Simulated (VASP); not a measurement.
Here is a VASP 6.6.1 calculation.

INCAR

```
PREC = Accurate
ENCUT = 520
EDIFF = 1E-6
ISMEAR = 0
SIGMA = 0.05
LREAL = F
LASPH = T
NELM = 60
ALGO = Normal
ISIF = 2
LWAVE = F
LCHARG = F
GGA = PE
NBANDS = 55
```

The input KPOINTS:

```
Automatic mesh
0
Gamma
  6 6 6
```

File POSCAR:

```
Ga2O3
1.0
    2.7078175803      1.5193975907      4.5061646737
   -2.4505552934      1.5390690513      4.3565809396
    0.1456671281     -3.1461075131      4.4595496745
Ga O
4 6
Direct
    0.3379933497      0.3895473096      0.3880097456
    0.1566071855      0.1000470771      0.1911339525
    0.6182525999      0.6823221240      0.6672040550
    0.9118682765      0.8527989876      0.8107104343
    0.5117522379      0.9795611676      0.2042382351
    0.2433086888      0.5255898689      0.9649421787
    0.9918594014      0.2259493546      0.5179793535
    0.4258767677      0.0570194628      0.7341667285
    0.7626959962      0.4084752096      0.0672583046
    0.0397854965      0.7786894382      0.4543570122
```

Potentials or basis: VASP PAW PBE potentials, release 64 (Ga_d, O).

The run is started by

```bash
$ cat potpaw_PBE.64/Ga_d/POTCAR potpaw_PBE.64/O/POTCAR > POTCAR
$ mpirun -np 1 vasp_std > vasp.out
```

(1) Predict the largest force.

(2) Predict the band gap on the k mesh.

Results:

(1) 6.940 eV/Å.

(2) 0.76 eV.

Caveat: the cell differs from its parent crystal (atoms moved at random and the cell strained at random); semilocal functionals underestimate gaps, and a narrow one can read as zero; forces of over 1 eV/Å act on the atoms, so gaps and moduli don't describe the material at rest.
